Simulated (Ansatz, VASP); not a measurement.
## LiF in VASP and in Ansatz

INCAR

```
SYSTEM = LiF
  ALGO = Normal
  EDIFF = 1E-7
  ENCUT = 520
  GGA = PE
  ISIF = 2
  ISMEAR = 0
  LASPH = .TRUE.
  LCHARG = .TRUE.
  LELF = .TRUE.
  LREAL = .FALSE.
  LVHAR = .TRUE.
  LWAVE = .FALSE.
  NBANDS = 18
  NELM = 80
  PREC = Accurate
  SIGMA = 0.05
```

KPOINTS

```
k-points
0
G
  9 9 6
  0 0 0
```

File POSCAR:

```
LiF
1.0
    3.1955814611      0.0000000000      0.0000000000
   -1.5977907305      2.7674547252      0.0000000000
    0.0000000000      0.0000000000      4.6904744686
Li F
2 2
Direct
    0.3333333333      0.6666666667      0.4014716674
    0.6666666667      0.3333333333      0.9014716674
    0.3333333333      0.6666666667      0.9939266766
    0.6666666667      0.3333333333      0.4939266766
```

Input for Ansatz:

```yaml
crystal:
  lattice:
    - [3.1955814611, 0.0, 0.0]
    - [-1.5977907305, 2.7674547252, 0.0]
    - [0.0, 0.0, 4.6904744686]
  atoms:
    - { symbol: Li, position: [0.3333333333, 0.6666666667, 0.4014716674] }
    - { symbol: Li, position: [0.6666666667, 0.3333333333, 0.9014716674] }
    - { symbol: F, position: [0.3333333333, 0.6666666667, 0.9939266766] }
    - { symbol: F, position: [0.6666666667, 0.3333333333, 0.4939266766] }
basis:
  ecutwfc: 520.0
kpoints:
  mp_grid: { grid: [9, 9, 6] }
hamiltonian:
  xc: pbe
scf:
  occupations: { method: gaussian, width: 0.05 }
output:
  forces: true
  stress: true
  eigenvalues: true
```

Alike in both runs: task single point; functional PBE; k mesh 9 × 9 × 6; occupations gaussian, width 0.05 eV; no spin polarisation.

```csv
,VASP,Ansatz
version,VASP 6.6.1,Ansatz 0.2.0
potentials or method,"VASP PAW PBE potentials, release 64 (Li_sv, F), cutoff 520 eV","scalar-relativistic, plane waves, PAW"
valence electrons in the cell,20,20
```

Ansatz gave:

| Property | Result |
| --- | --- |
| gap on the k mesh at the Fermi level (eV) | 7.44 |
| least direct gap on the mesh (eV) | 7.44 |
| rms of the force components (eV/Å) | 0.016 |

Problem. Which values does VASP return?

Solution. gap on the k mesh at the Fermi level (eV): 7.43; least direct gap on the mesh (eV): 7.43; rms of the force components (eV/Å): 0.015.

Atom by atom the forces differ by 0.001 eV/Å (rms over components).

Noted on VASP's run: the cutoff is under 1.25 times that of the potentials, so the pressure is a little rough.
